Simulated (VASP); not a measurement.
Set up this calculation in VASP 6.6.1, as the native input.

- Task: single point
- Functional: PBEsol
- Potentials or basis: VASP PAW PBE potentials, release 64 (Al, Ga_d, N)
- Cutoff: 520 eV
- k mesh: 6 × 6 × 6
- Occupations: gaussian, width 0.05 eV
- Spin: no spin polarisation
- Dipole correction: no
- Further INCAR settings: ALGO = Normal; EDIFF = 1e-06; NBANDS = 41

The structure of AlGa3N4 lies in POSCAR:

```
AlGa3N4
1.0
    4.5793186394      0.0000000000      0.0000000000
    0.0000000000      4.5793186394      0.0000000000
    0.0000000000      0.0000000000      4.2442465439
Al Ga N
1 3 4
Direct
    0.0000000000      0.0000000000      0.0000000000
    0.5000000000      0.5000000000      0.0000000000
    0.5000000000      0.0000000000      0.5000000000
    0.0000000000      0.5000000000      0.5000000000
    0.7550309200      0.7550309200      0.2449690800
    0.7550309200      0.2449690800      0.7550309200
    0.2449690800      0.7550309200      0.7550309200
    0.2449690800      0.2449690800      0.2449690800
```

This cell differs from its parent crystal: strain +0.025 along x and y, -0.050 along z.

The input as run:

INCAR

```
SYSTEM = AlGa3N4
  PREC = Accurate
  ENCUT = 520
  EDIFF = 1E-6
  ISMEAR = 0
  SIGMA = 0.05
  LREAL = .FALSE.
  LASPH = .TRUE.
  NELM = 60
  ALGO = Normal
  ISIF = 2
  LWAVE = .FALSE.
  LCHARG = .FALSE.
  GGA = PS
  NBANDS = 41
```

KPOINTS

```
regular mesh
0
G
  6 6 6
  0 0 0
```

Potentials or basis: VASP PAW PBE potentials, release 64 (Al, Ga_d, N).

Run with:

```sh
$ cat potpaw_PBE.64/Al/POTCAR potpaw_PBE.64/Ga_d/POTCAR potpaw_PBE.64/N/POTCAR > POTCAR
$ mpirun -np 1 vasp_std > vasp.out
```

It gave:

```yaml
Pressure: -0.3 GPa
Largest_force: 0.080 eV/Å
Band_gap_on_the_k_mesh: 2.11 eV, direct
```

Caveat: the cell differs from its parent crystal (strain +0.025 along x and y, -0.050 along z); the PAW data sets were made with another functional, which shifts forces and pressure a little.

It took 54 s on 1 thread of Intel(R) Xeon(R) 6975P-C (Granite Rapids), with other jobs on the host, peak memory 0.26 GiB.
